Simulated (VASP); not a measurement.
Set up this calculation in VASP 6.6.1, as the native input.

```yaml
Task: single point
Functional: r2SCAN
Potentials_or_basis: VASP PAW PBE potentials, release 64 (Na_pv, I)
Cutoff: 520 eV
k_mesh: 6 × 6 × 6
Occupations: gaussian, width 0.05 eV
Spin: no spin polarisation
Dipole_correction: no
Further_INCAR_settings: ALGO = Normal; EDIFF = 1e-06; NBANDS = 14
```

The system is NaI.

```
Na I
1.0
     0.00000    3.33349    3.18785
     3.33349    0.00000    3.18785
     3.33349    3.33349    0.00000
Na I
1 1
Direct
  0.00000 0.00000 0.00000
  0.50000 0.50000 0.50000
```

This cell differs from its parent crystal: strain +0.030 along x and y, -0.015 along z.

These files were run (other wordings do the same):

POSCAR

```
NaI
1.0
    0.0000000000      3.3334920000      3.1878540000
    3.3334920000      0.0000000000      3.1878540000
    3.3334920000      3.3334920000      0.0000000000
Na I
1 1
Direct
    0.0000000000      0.0000000000      0.0000000000
    0.5000000000      0.5000000000      0.5000000000
```

INCAR.step1

```
ALGO = Normal ; EDIFF = 1E-4
ENCUT = 520 ; GGA = PE
ISMEAR = 0 ; LASPH = True
LCHARG = False ; LREAL = False
LWAVE = True ; NBANDS = 14
NELM = 60 ; PREC = Accurate
SIGMA = 0.05
```

INCAR.step2

```
ALGO = Normal ; EDIFF = 1E-6
ENCUT = 520 ; ISIF = 2
ISMEAR = 0 ; ISTART = 1
LASPH = True ; LCHARG = False
LMIXTAU = True ; LREAL = False
LWAVE = False ; METAGGA = R2SCAN
NBANDS = 14 ; NELM = 60
PREC = Accurate ; SIGMA = 0.05
```

KPOINTS

```
k-points
0
Gamma
  6 6 6
```

Potentials or basis: VASP PAW PBE potentials, release 64 (Na_pv, I).

The run is started by

```bash
$ cat potpaw_PBE.64/Na_pv/POTCAR potpaw_PBE.64/I/POTCAR > POTCAR
$ cp INCAR.step1 INCAR
$ mpirun -np 1 vasp_std > vasp.out
$ cp INCAR.step2 INCAR
$ mpirun -np 1 vasp_std > vasp.out
```

Results of the run:

The pressure is -0.7 GPa. The band gap on the k mesh is 4.29 eV.

Caveat: the cell differs from its parent crystal (strain +0.030 along x and y, -0.015 along z); the PAW data sets were made with another functional, which shifts forces and pressure a little; spin-orbit coupling is left out, which moves the levels of the heavy elements.

Run time: 66 s on 1 thread of AMD EPYC 9R45 96-Core Processor (Zen 5) (shared host), peak memory 0.19 GiB.
